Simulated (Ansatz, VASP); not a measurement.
## CaSe: VASP beside Ansatz

File INCAR:

```
SYSTEM = CaSe
PREC     = Accurate       ! precision mode
ENCUT    = 520            ! plane-wave cutoff, eV
EDIFF    = 1E-6           ! SCF threshold, eV
ISMEAR   = 0              ! smearing method
SIGMA    = 0.01           ! smearing width, eV
LREAL    = .False.        ! projectors in reciprocal space
LASPH    = .True.         ! aspherical terms in the spheres
NELM     = 80             ! most SCF steps
ALGO     = Normal         ! electronic algorithm
ISIF     = 2              ! what is computed and relaxed
LWAVE    = .False.        ! write WAVECAR
LCHARG   = .False.        ! write CHGCAR
GGA      = PE             ! functional
NBANDS   = 15             ! bands
```

The input KPOINTS:

```
regular mesh
0
Gamma
  6 6 6
  0 0 0
```

Contents of POSCAR:

```
CaSe
1.0
    3.6347849234      0.0000000000      0.0000000000
    0.0000000000      3.6347849234      0.0000000000
    0.0000000000      0.0000000000      3.6347849234
Ca Se
1 1
Direct
    0.0000000000      0.0000000000      0.0000000000
    0.5000000000      0.5000000000      0.5000000000
```

Input for Ansatz:

```yaml
crystal:
  lattice:
    - [3.6347849234, 0.0, 0.0]
    - [0.0, 3.6347849234, 0.0]
    - [0.0, 0.0, 3.6347849234]
  atoms:
    - { symbol: Ca, position: [0.0, 0.0, 0.0] }
    - { symbol: Se, position: [0.5, 0.5, 0.5] }
kpoints:
  mp_grid: { grid: [6, 6, 6] }
hamiltonian:
  xc: pbe
scf:
  occupations: { method: fixed }
output:
  optics:
    e_range: [0, 12]
    de: 0.05
    sigma: 0.1
    bands: { spectra_wanted_up_to: 12 }
```

Alike in both runs: task single point; functional PBE; k mesh 6 × 6 × 6; no spin polarisation.

|  | VASP | Ansatz |
| --- | --- | --- |
| version | VASP 6.6.1 | Ansatz 0.2.0 |
| potentials or method | VASP PAW PBE potentials, release 64 (Ca_sv, Se) | plane waves, PAW |
| plane-wave cutoff (eV) | 520 | 420 |
| occupations | gaussian, width 0.01 eV | fixed |
| valence electrons in the cell | 16 | 26 |

Ansatz gave:

* gap on the k mesh at the Fermi level (eV): 0.77

Which values does VASP return?

gap on the k mesh at the Fermi level (eV): 0.76.

VASP's potentials hold 16 valence electrons a cell and Ansatz's 26, so a difference there can come from the potentials and not from the codes.
